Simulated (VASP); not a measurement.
# Al4Ni (P6/mmm) in VASP: notebook, part 2 of 2

VASP 6.6.1.

**4. Single point, PBE, collinear spin, ferromagnetic start**

This run uses another cell than the first one, of 17.65 Å³/atom.

Input file INCAR:

```
SYSTEM = Al4Ni
ALGO     = Normal         ! electronic algorithm
EDIFF    = 1E-6           ! SCF threshold, eV
ENCUT    = 520            ! plane-wave cutoff, eV
GGA      = PE             ! functional
ISIF     = 2              ! what is computed and relaxed
ISMEAR   = 0              ! smearing method
ISPIN    = 2              ! spin polarisation
LASPH    = .TRUE.         ! aspherical terms in the spheres
LCHARG   = .FALSE.        ! write CHGCAR
LMAXMIX  = 4              ! l up to which the mixer works
LORBIT   = 11             ! projections on sites
LREAL    = .FALSE.        ! projectors in reciprocal space
LWAVE    = .FALSE.        ! write WAVECAR
MAGMOM   = 0 0 0 0 2      ! initial moments
NBANDS   = 23             ! bands
NELM     = 150            ! most SCF steps
PREC     = Accurate       ! precision mode
SIGMA    = 0.1            ! smearing width, eV
```

Input file KPOINTS:

```
k-points
0
G
  6 6 4
  0 0 0
```

Input file POSCAR:

```
Al4Ni
1.0
    4.4019126900      0.0000000000      0.0000000000
   -2.2009563400      3.8121682100      0.0000000000
    0.0000000000      0.0000000000      5.2595552900
Al Ni
4 1
Direct
    0.3333333300      0.6666666700      0.1938653200
    0.3333333300      0.6666666700      0.8061346800
    0.6666666700      0.3333333300      0.8061346800
    0.6666666700      0.3333333300      0.1938653200
    0.0000000000      0.0000000000      0.5000000000
```

Potentials or basis: VASP PAW PBE potentials, release 64 (Al, Ni).

On the command line:

```bash
$ cat potpaw_PBE.64/Al/POTCAR potpaw_PBE.64/Ni/POTCAR > POTCAR
$ mpirun -np 1 vasp_std > vasp.out
```

OUTCAR:

```text
SYSTEM = Al4Ni
   EDIFF = 1E-6
   ENCUT = 520
   GGA = PE
   ISIF = 2
   ISMEAR = 0
   ISPIN = 2
   LASPH = .TRUE.
   LORBIT = 11
   LREAL = .FALSE.
   NELM = 150
   PREC = Accurate

 ion  position               nearest neighbor table
   1  0.333  0.667  0.194-   2 2.04   4 2.54   4 2.54   4 2.54   5 3.01   5 3.01   5 3.01   2 3.22
                             3 3.26   3 3.26   3 3.26
   2  0.333  0.667  0.806-   1 2.04   3 2.54   3 2.54   3 2.54   5 3.01   5 3.01   5 3.01   1 3.22
                             4 3.26   4 3.26   4 3.26
   3  0.667  0.333  0.806-   4 2.04   2 2.54   2 2.54   2 2.54   5 3.01   5 3.01   5 3.01   4 3.22
                             1 3.26   1 3.26   1 3.26
   4  0.667  0.333  0.194-   3 2.04   1 2.54   1 2.54   1 2.54   5 3.01   5 3.01   5 3.01   3 3.22
                             2 3.26   2 3.26   2 3.26
   5  0.000  0.000  0.500-   1 3.01   2 3.01   3 3.01   4 3.01   1 3.01   2 3.01   3 3.01   4 3.01
                             3 3.01   4 3.01   1 3.01   2 3.01

  LATTYP: Found a hexagonal cell.
 ALAT       =     4.4019126900
 C/A-ratio  =     1.1948340779

  Lattice vectors:

 A1 = (   4.4019126900,   0.0000000000,   0.0000000000)
 A2 = (  -2.2009563400,   3.8121682100,   0.0000000000)
 A3 = (   0.0000000000,   0.0000000000,   5.2595552900)

Analysis of symmetry for initial positions (statically):
=====================================================================
 Subroutine PRICEL returns:
 Original cell was already a primitive cell.

 Routine SETGRP: Setting up the symmetry group for a
 hexagonal supercell.

 Subroutine GETGRP returns: Found 24 space group operations
 (whereof 24 operations were pure point group operations)
 out of a pool of 24 trial point group operations.

The static configuration has the point symmetry D_6h.

Analysis of symmetry for dynamics (positions and initial velocities):
=====================================================================
 Subroutine PRICEL returns:
 Original cell was already a primitive cell.

[... 177 lines left out ...]
 cond. band min:       6.3796523112   @ k =   0.1667  -0.0000   0.2500
 fundamental gap:      0.0751154938
 Fermi energy:         6.3448555073

 spin component 1

 k-point     1 :       0.0000    0.0000    0.0000
  band No.  band energies     occupation
      1      -3.8795      1.00000
      2       1.5829      1.00000
      3       1.8217      1.00000
      4       3.9639      1.00000
      5       3.9639      1.00000
      6       4.9822      1.00000
[... 535 lines left out ...]
     22      13.0160      0.00000
     23      15.0763      0.00000
 Fermi energy:         6.3448555073

 spin component 2

 k-point     1 :       0.0000    0.0000    0.0000
  band No.  band energies     occupation
      1      -3.8795      1.00000
      2       1.5829      1.00000
      3       1.8217      1.00000
      4       3.9639      1.00000
      5       3.9639      1.00000
      6       4.9822      1.00000
[... 535 lines left out ...]
     22      13.0160      0.00000
     23      15.0763      0.00000

------------------------ aborting loop because EDIFF is reached ----------------------------------------

  FORCE on cell =-STRESS in cart. coord.  units (eV):
  Direction    XX          YY          ZZ          XY          YZ          ZX
  --------------------------------------------------------------------------------------
  -------------------------------------------------------------------------------------
  Total       -1.9359349     -1.9359349     22.7648677     -0.0000000      0.0000000     -0.0000000
  in kB      -35.1430004    -35.1430003    413.2503298     -0.0000000      0.0000000     -0.0000000
  external PRESSURE =     114.3214431 kB  Pullay stress =       0.0000000 kB

 VOLUME and BASIS-vectors are now :
 -----------------------------------------------------------------------------
  energy-cutoff  :      520.00
  volume of cell :       88.26
      direct lattice vectors                 reciprocal lattice vectors
     4.401912690  0.000000000  0.000000000     0.227173974  0.131158955  0.000000000
    -2.200956340  3.812168210  0.000000000     0.000000000  0.262317911  0.000000000
     0.000000000  0.000000000  5.259555290     0.000000000  0.000000000  0.190130143

 POSITION                                       TOTAL-FORCE (eV/Angst)
 -----------------------------------------------------------------------------------
     -0.00000      2.54145      1.01965        -0.000000      0.000000      8.033204
     -0.00000      2.54145      4.23991        -0.000000      0.000000     -8.033204
      2.20096      1.27072      4.23991         0.000000     -0.000000     -8.033204
      2.20096      1.27072      1.01965         0.000000      0.000000      8.033204
      0.00000      0.00000      2.62978         0.000000      0.000000      0.000000
 -----------------------------------------------------------------------------------
    total drift:                               -0.000000     -0.000000     -0.000000

  FREE ENERGIE OF THE ION-ELECTRON SYSTEM (eV)
  ---------------------------------------------------
  free  energy   TOTEN  =       -15.7815424055 eV

  energy  without entropy=      -15.7679532218  energy(sigma->0) =      -15.77474781

 total charge

# of ion       s       p       d       tot
------------------------------------------
    1        0.478   0.416   0.000   0.894
    2        0.478   0.416   0.000   0.894
    3        0.478   0.416   0.000   0.894
    4        0.478   0.416   0.000   0.894
    5        0.355   0.241   8.337   8.933
--------------------------------------------------
tot          2.267   1.905   8.337  12.510

 magnetization (x)

# of ion       s       p       d       tot
------------------------------------------
    1        0.000  -0.000   0.000   0.000
    2        0.000  -0.000   0.000   0.000
    3        0.000  -0.000   0.000   0.000
    4        0.000  -0.000   0.000   0.000
    5        0.000   0.000  -0.000  -0.000
--------------------------------------------------
tot          0.000  -0.000  -0.000  -0.000
```

OSZICAR:

```text
N       E                     dE             d eps       ncg     rms          rms(c)
DAV:   1     0.681078549272E+02    0.68108E+02   -0.84445E+03  1932   0.854E+02
DAV:   2    -0.158791789802E+02   -0.83987E+02   -0.77552E+02  2016   0.164E+02
[... 14 lines left out ...]
DAV:  17    -0.157816208443E+02    0.12102E-03   -0.48231E-04  2309   0.211E-01    0.114E-01
DAV:  18    -0.157815390230E+02    0.81821E-04   -0.22094E-04  2781   0.148E-01    0.163E-02
DAV:  19    -0.157815420026E+02   -0.29796E-05   -0.15767E-05  2705   0.279E-02    0.542E-03
DAV:  20    -0.157815441407E+02   -0.21381E-05   -0.33068E-06  1769   0.208E-02    0.147E-02
DAV:  21    -0.157815426507E+02    0.14901E-05   -0.18870E-06  1194   0.164E-02    0.533E-03
DAV:  22    -0.157815424055E+02    0.24517E-06   -0.29314E-07  1197   0.473E-03
   1 F= -.15781542E+02 E0= -.15774748E+02  d E =-.135892E-01  mag=     0.0001
```

Wall time 3.6 min (1 thread of Intel Xeon 8259CL, shared host); peak memory 0.29 GiB.

Results:

* Free energy: -15.7815 eV
* Pressure: 11.4 GPa
* Largest force: 8.033 eV/Å
* Band gap on the k mesh: zero (filled and empty bands overlap)
* Net moment: 0.00 μB per cell
* Valence electrons inside the program's atomic spheres: Al 0.89; Ni 8.93

Forces in eV/Å, atoms in the order of the input:
```
Al   0.000  0.000  8.033
Al   0.000  0.000 -8.033
Al   0.000  0.000 -8.033
Al   0.000  0.000  8.033
Ni   0.000  0.000  0.000
```

Caveat: the stress differs along the axes, from -4 to 41 GPa; the moments typed at the start vanished in this run; forces of over 1 eV/Å act on the atoms, so gaps and moduli don't describe the material at rest.

**5. Relaxation of cell and atoms, PBE**

Input file INCAR:

```
SYSTEM = Al4Ni
  PREC = Accurate
  ENCUT = 600
  EDIFF = 1E-6
  ISMEAR = 0
  SIGMA = 0.1
  LREAL = .FALSE.
  LASPH = .TRUE.
  NELM = 60
  ALGO = Fast
  ISIF = 3
  LWAVE = .FALSE.
  LCHARG = .FALSE.
  GGA = PE
  IBRION = 2
  NSW = 100
  EDIFFG = -0.01
```

Input file KPOINTS:

```
regular mesh
0
G
  12 12 8
  0 0 0
```

Input file POSCAR:

```
Al4Ni
1.0
    4.3473578762      0.0000000000      0.0000000000
   -2.1736789381      3.7649223602      0.0000000000
    0.0000000000      0.0000000000      5.3707208905
Al Ni
4 1
Direct
    0.3333333333      0.6666666667      0.2489593745
    0.3333333333      0.6666666667      0.7510406255
    0.6666666667      0.3333333333      0.7510406255
    0.6666666667      0.3333333333      0.2489593745
    0.0000000000      0.0000000000      0.5000000000
```

Potentials or basis: VASP PAW PBE potentials, release 64 (Al, Ni).

On the command line:

```bash
$ cat potpaw_PBE.64/Al/POTCAR potpaw_PBE.64/Ni/POTCAR > POTCAR
$ mpirun -np 1 vasp_std > vasp.out
```

OUTCAR:

```text
SYSTEM = Al4Ni
   PREC = Accurate
   ENCUT = 600
   EDIFF = 1E-6
   ISMEAR = 0
   LREAL = .FALSE.
   LASPH = .TRUE.
   NELM = 60
   ISIF = 3
   GGA = PE
   IBRION = 2
   NSW = 100
   EDIFFG = -0.01

 ion  position               nearest neighbor table
   1  0.333  0.667  0.249-   4 2.51   4 2.51   4 2.51   2 2.67   2 2.70   5 2.85   5 2.85   5 2.85

   2  0.333  0.667  0.751-   3 2.51   3 2.51   3 2.51   1 2.67   1 2.70   5 2.85   5 2.85   5 2.85

   3  0.667  0.333  0.751-   2 2.51   2 2.51   2 2.51   4 2.67   4 2.70   5 2.85   5 2.85   5 2.85

   4  0.667  0.333  0.249-   1 2.51   1 2.51   1 2.51   3 2.67   3 2.70   5 2.85   5 2.85   5 2.85

   5  0.000  0.000  0.500-   2 2.85   3 2.85   1 2.85   4 2.85   3 2.85   2 2.85   1 2.85   4 2.85
                             2 2.85   3 2.85   1 2.85   4 2.85

  LATTYP: Found a hexagonal cell.
 ALAT       =     4.3473578762
 C/A-ratio  =     1.2353988430

  Lattice vectors:

 A1 = (   4.3473578762,   0.0000000000,   0.0000000000)
 A2 = (  -2.1736789381,   3.7649223602,   0.0000000000)
 A3 = (   0.0000000000,   0.0000000000,   5.3707208905)

Analysis of symmetry for initial positions (statically):
=====================================================================
 Subroutine PRICEL returns:
 Original cell was already a primitive cell.

 Routine SETGRP: Setting up the symmetry group for a
 hexagonal supercell.

[... 290 lines left out ...]
--------------------------------------- Ionic step        4  -------------------------------------------

 number of electron      21.9999994 magnetization

 Free energy of the ion-electron system (eV)
  ---------------------------------------------------
  ext. energy  EPLUGINS =         0.00000000
  ---------------------------------------------------
  free energy    TOTEN  =       -19.43575288 eV

  energy without entropy =      -19.42735751  energy(sigma->0) =      -19.43155520

 E-fermi :   6.5336     XC(G=0):  -9.9494

 val. band max:        6.5116520533   @ k =   0.2500   0.1667   0.0000
 cond. band min:       6.5472259595   @ k =   0.0833   0.0000   0.5000
 fundamental gap:      0.0355739063
 Fermi energy:         6.5335634546

 k-point     1 :       0.0000    0.0000    0.0000
  band No.  band energies     occupation
      1      -3.5856      2.00000
      2       1.1031      2.00000
      3       1.7126      2.00000
      4       3.7128      2.00000
      5       3.7128      2.00000
      6       4.6909      2.00000
      7       4.6909      2.00000
      8       5.2449      2.00000
      9       6.3930      1.95318
     10       6.6108      0.27474
     11       6.6108      0.27474
     12       7.4412      0.00000
     13       7.4412      0.00000
     14       8.7373      0.00000
[... 401 lines left out ...]
      2       0.8887      2.00000
      3       1.2416      2.00000
      4       3.4488      2.00000
      5       3.7819      2.00000
      6       4.0880      2.00000
      7       4.4699      2.00000
      8       4.4706      2.00000
      9       5.0382      2.00000
     10       5.2014      2.00000
     11       5.5267      2.00000
     12       6.7104      0.01241
     13       7.7142      0.00000
     14       7.9518      0.00000
     15       9.9391      0.00000

 [... further k-points ...]
[... 5 lines left out ...]
  --------------------------------------------------------------------------------------
  -------------------------------------------------------------------------------------
  Total       -0.0429924     -0.0429924     -0.0294103      0.0000000     -0.0000000     -0.0000000
  in kB       -0.7828203     -0.7828203     -0.5355129      0.0000000     -0.0000000     -0.0000000
  external PRESSURE =      -0.7003845 kB  Pullay stress =       0.0000000 kB
[... 20 lines left out ...]
  FREE ENERGIE OF THE ION-ELECTRON SYSTEM (eV)
  ---------------------------------------------------
  free  energy   TOTEN  =       -19.4357528834 eV

  energy  without entropy=      -19.4273575136  energy(sigma->0) =      -19.43155520

 reached required accuracy - stopping structural energy minimisation
```

Wall time 11 min (1 thread of Intel Xeon 8259CL, shared host); peak memory 0.36 GiB.

Results:

| Property | Result |
| --- | --- |
| Free energy | -19.4358 eV |
| Relaxed volume | 17.60 Å³/atom |
| Relaxed cell | a = 4.337 Å, b = 4.337 Å, c = 5.402 Å, α = 90.00°, β = 90.00°, γ = 120.00° |
| Space group after relaxing (to 0.1 Å) | P6/mmm (No. 191) |
| Energy gained by relaxing | 4.0 meV/atom |
| Ionic steps | 4 |
| Pressure after relaxing | -0.1 GPa |
| Band gap on the k mesh | zero (bands 11 and 12 overlap by 1.36 eV) |

The path:
```
step  energy change (eV)  largest force (eV/Å)  pressure (GPa)  volume (Å³)
   1              0.0000                0.0774           -0.07        87.91
   2             -0.0200                0.0090            0.18        87.80
   3             -0.0200                0.0096            0.14        87.80
   4             -0.0201                0.0009           -0.07        87.99
```

Final structure:
```xyz
5
Lattice="4.3371 0.0000 0.0000 -2.1685 3.7560 0.0000 0.0000 0.0000 5.4016" Properties=species:S:1:pos:R:3 pbc="T T T"
Al    0.0000    2.5040    1.3405
Al    0.0000    2.5040    4.0610
Al    2.1685    1.2520    4.0610
Al    2.1685    1.2520    1.3405
Ni    0.0000    0.0000    2.7008
```

Levels at points of the mesh, in eV from the Fermi level:
```
           k point  band 9  band 10  band 11  band 12  band 13  band 14
(0.00, 0.00, 0.00)   -0.14     0.08     0.08     0.91     0.91     2.20
(0.50, 0.00, 0.00)   -1.97    -1.76    -1.30    -0.56     0.61     1.83
(0.00, 0.00, 0.50)    0.04     0.67     0.81     1.14     1.14     1.18
(0.50, 0.00, 0.50)   -1.60    -1.53    -0.19     0.49     0.76     2.68
```

Spin polarisation is off, so any magnetic state and its effect on volume and gap are missing.

**6. Relaxation of cell and atoms, PBE, collinear spin, ferromagnetic start**

This run uses another cell than the first one, of 17.65 Å³/atom.

Input file INCAR:

```
PREC = Accurate
ENCUT = 600
EDIFF = 1E-7
ISMEAR = 0
SIGMA = 0.1
LREAL = False
LASPH = True
NELM = 150
ALGO = Fast
ISIF = 3
LWAVE = False
LCHARG = False
ISPIN = 2
MAGMOM = 0 0 0 0 2
LORBIT = 11
LMAXMIX = 4
GGA = PE
IBRION = 2
NSW = 90
EDIFFG = -0.04
```

Input file KPOINTS:

```
regular mesh
0
Gamma
  6 6 4
```

Input file POSCAR:

```
Al4Ni
1.0
    4.4019126900      0.0000000000      0.0000000000
   -2.2009563400      3.8121682100      0.0000000000
    0.0000000000      0.0000000000      5.2595552900
Al Ni
4 1
Direct
    0.3333333300      0.6666666700      0.1938653200
    0.3333333300      0.6666666700      0.8061346800
    0.6666666700      0.3333333300      0.8061346800
    0.6666666700      0.3333333300      0.1938653200
    0.0000000000      0.0000000000      0.5000000000
```

Potentials or basis: VASP PAW PBE potentials, release 64 (Al, Ni).

On the command line:

```bash
$ cat potpaw_PBE.64/Al/POTCAR potpaw_PBE.64/Ni/POTCAR > POTCAR
$ mpirun -np 1 vasp_std > vasp.out
```

It took 40 min on 1 thread of Intel Xeon 8259CL, shared host; peak memory 0.32 GiB.

Results (log left out):

| Quantity | Value |
| --- | --- |
| Free energy | -19.4625 eV |
| Relaxed volume | 17.58 Å³/atom |
| Relaxed cell | a = 4.345 Å, b = 4.345 Å, c = 5.376 Å, α = 90.00°, β = 90.00°, γ = 120.00° |
| Space group after relaxing (to 0.1 Å) | P6/mmm (No. 191) |
| Energy gained by relaxing | 736.2 meV/atom |
| Ionic steps | 12 |
| Pressure after relaxing | 0.0 GPa |
| Largest force after relaxing | 0.008 eV/Å |
| Band gap on the k mesh | zero (filled and empty bands overlap) |
| Net moment | 0.00 μB per cell |
| Valence electrons inside the program's atomic spheres | Al 0.82; Ni 9.06 |

Forces on the atoms (eV/Å):
```
Al   0.000  0.000  0.008
Al   0.000  0.000 -0.008
Al   0.000  0.000 -0.008
Al   0.000  0.000  0.008
Ni   0.000  0.000  0.000
```

Stress tensor (GPa, compression positive):
```
-0.08  0.00  0.00
 0.00 -0.08  0.00
 0.00  0.00  0.13
```

The path:
```csv
step,energy change (eV),largest force (eV/Å),pressure (GPa),volume (Å³)
1,0.0000,8.0331,11.45,88.26
2,-2.8117,0.1719,-3.18,103.70
3,-3.2883,0.5513,-4.05,96.29
4,-3.3044,0.5893,-4.07,96.07
5,-3.3078,0.8032,-3.76,95.07
6,-3.3102,0.7434,-3.81,95.30
7,-3.5956,0.4887,-1.41,90.17
8,-3.6706,0.1963,1.04,86.67
9,-3.6708,0.1673,1.24,86.42
10,-3.6799,0.0209,0.07,87.75
11,-3.6799,0.0248,0.11,87.71
12,-3.6809,0.0080,-0.01,87.91
```

Final structure:
```cif
data_structure
_symmetry_space_group_name_H-M 'P 1'
_symmetry_Int_Tables_number 1
_cell_length_a 4.3455
_cell_length_b 4.3455
_cell_length_c 5.3758
_cell_angle_alpha 90.000
_cell_angle_beta 90.000
_cell_angle_gamma 120.000
_cell_volume 87.91
loop_
_atom_site_label
_atom_site_type_symbol
_atom_site_fract_x
_atom_site_fract_y
_atom_site_fract_z
_atom_site_occupancy
Al1 Al 0.33333 0.66667 0.24846 1
Al2 Al 0.33333 0.66667 0.75154 1
Al3 Al 0.66667 0.33333 0.75154 1
Al4 Al 0.66667 0.33333 0.24846 1
Ni1 Ni 0.00000 0.00000 0.50000 1
```

Levels at points of the mesh, in eV from the Fermi level:
Spin up:
```csv
k point,band 8,band 9,band 10,band 11,band 12,band 13,band 14,band 15
"(0.00, 0.00, 0.00)",-1.27,-0.21,0.07,0.07,0.89,0.89,2.25,2.25
"(0.50, 0.00, 0.00)",-2.08,-1.98,-1.75,-1.29,-0.53,0.60,1.88,3.28
"(0.00, 0.00, 0.50)",0.04,0.04,0.74,0.76,1.13,1.14,1.14,1.54
"(0.50, 0.00, 0.50)",-1.74,-1.58,-1.51,-0.18,0.49,0.75,2.76,3.25
```
Spin down:
| k point | band 8 | band 9 | band 10 | band 11 | band 12 | band 13 | band 14 | band 15 |
| --- | --- | --- | --- | --- | --- | --- | --- | --- |
| (0.00, 0.00, 0.00) | -1.27 | -0.21 | 0.07 | 0.07 | 0.89 | 0.89 | 2.25 | 2.25 |
| (0.50, 0.00, 0.00) | -2.08 | -1.98 | -1.75 | -1.29 | -0.53 | 0.60 | 1.88 | 3.28 |
| (0.00, 0.00, 0.50) | 0.04 | 0.04 | 0.74 | 0.76 | 1.13 | 1.14 | 1.14 | 1.54 |
| (0.50, 0.00, 0.50) | -1.74 | -1.58 | -1.51 | -0.18 | 0.49 | 0.75 | 2.76 | 3.25 |

Caveat: the moments typed at the start vanished in this run.

The gap in the log of VASP goes by the Fermi energy; the results here count the filled bands.